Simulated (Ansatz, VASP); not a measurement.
## Mo: VASP beside Ansatz

```xyz
7
Lattice="2.6977 0.0000 0.0000 -0.8992 2.5434 0.0000 0.0000 0.0000 25.2158" Properties=species:S:1:pos:R:3 pbc="T T T"
Mo    0.0000    0.0000    6.1053
Mo    0.8992    1.2717    8.2033
Mo    0.0000    0.0000   10.4064
Mo    0.8992    1.2717   12.6079
Mo    0.0000    0.0000   14.8094
Mo    0.8992    1.2717   17.0125
Mo    0.0000    0.0000   19.1105
```

Alike in both runs: functional LDA; k mesh 16 × 16 × 1; occupations methfessel-paxton of order 1, width 0.1 eV; no spin polarisation.

Ansatz relaxed the structure, and its values are those at the end. VASP's run is a single point on that final structure, the one shown.

|  | VASP | Ansatz |
| --- | --- | --- |
| version | VASP 6.6.1 | Ansatz 0.2.0 |
| potentials or method | VASP PAW LDA potentials, release 64 (Mo_sv) | scalar-relativistic, plane waves, PAW |
| plane-wave cutoff (eV) | 520 | 420 |
| valence electrons in the cell | 98 | 98 |

|  | VASP | Ansatz | Ansatz less VASP |
| --- | --- | --- | --- |
| gap on the k mesh at the Fermi level (eV) | none | none | - |
| rms of the force components (eV/Å) | 0.022 | 0.001 | -0.0208 |

LDA's correlation is that of Perdew and Zunger in VASP and of Perdew and Wang (1992) in Ansatz. A gap of «none» marks a metal or a gap that the smearing closes.
